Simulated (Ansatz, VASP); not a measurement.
Y: VASP beside Ansatz

INCAR

```
PREC = Accurate
ENCUT = 600
EDIFF = 1E-7
ISMEAR = 0
SIGMA = 0.1
LREAL = False
LASPH = True
NELM = 60
ALGO = Fast
ISIF = 3
LWAVE = False
LCHARG = False
GGA = PE
IBRION = 2
NSW = 90
EDIFFG = -0.04
```

KPOINTS

```
regular mesh
0
Gamma
  3 3 6
```

POSCAR

```
Y
1.0
    6.0404513334      0.0000000000      0.0000000000
   -3.0202256667      5.2311843050      0.0000000000
    0.0000000000      0.0000000000      3.7030592957
Y
3
Direct
    0.0000000000      0.0000000000      0.0000000000
    0.3333333333      0.6666666667      0.5000000000
    0.6666666667      0.3333333333      0.5000000000
```

Input for Ansatz:

```yaml
crystal:
  lattice:
    - [6.0404513334, 0.0, 0.0]
    - [-3.0202256667, 5.231184305, 0.0]
    - [0.0, 0.0, 3.7030592957]
  atoms:
    - { symbol: "Y", position: [0.0, 0.0, 0.0] }
    - { symbol: "Y", position: [0.3333333333, 0.6666666667, 0.5] }
    - { symbol: "Y", position: [0.6666666667, 0.3333333333, 0.5] }
basis:
  ecutwfc: 420
kpoints:
  mp_grid: { grid: [3, 3, 6] }
hamiltonian:
  xc: pbe
scf:
  occupations: { method: gaussian, width: 0.1 }
  lower_state_search: "off"
output:
  forces: true
  stress: true
  eigenvalues: true
relax:
  adjacent_minimum: "off"
  f_tol: 0.04
  max_steps: 70
  cell: { stress_tol: 0.4 }
```

Alike in both runs: task relaxation of cell and atoms; functional PBE; k mesh 3 × 3 × 6; occupations gaussian, width 0.1 eV; no spin polarisation.

|  | VASP | Ansatz |
| --- | --- | --- |
| version | VASP 6.6.1 | Ansatz 0.2.0 |
| potentials or method | VASP PAW PBE potentials, release 64 (Y_sv), cutoff 600 eV | scalar-relativistic, plane waves, PAW |
| valence electrons in the cell | 33 | 33 |

```tsv
	VASP	Ansatz	Ansatz less VASP
gap on the k mesh at the Fermi level, each at its own relaxed structure (eV)	none	none	-
relaxed volume (Å³/atom)	32.21	32.31	+0.099
relaxed cell length with the largest relative difference (Å)	5.627	5.634	+0.0076
```

A gap of «none» marks a metal or a gap that the smearing closes.

The k mesh is coarse, so the values compare programs but aren't converged. Noted on VASP's run: the volume moved by over 15 % at a fixed basis, so the end points are rough.
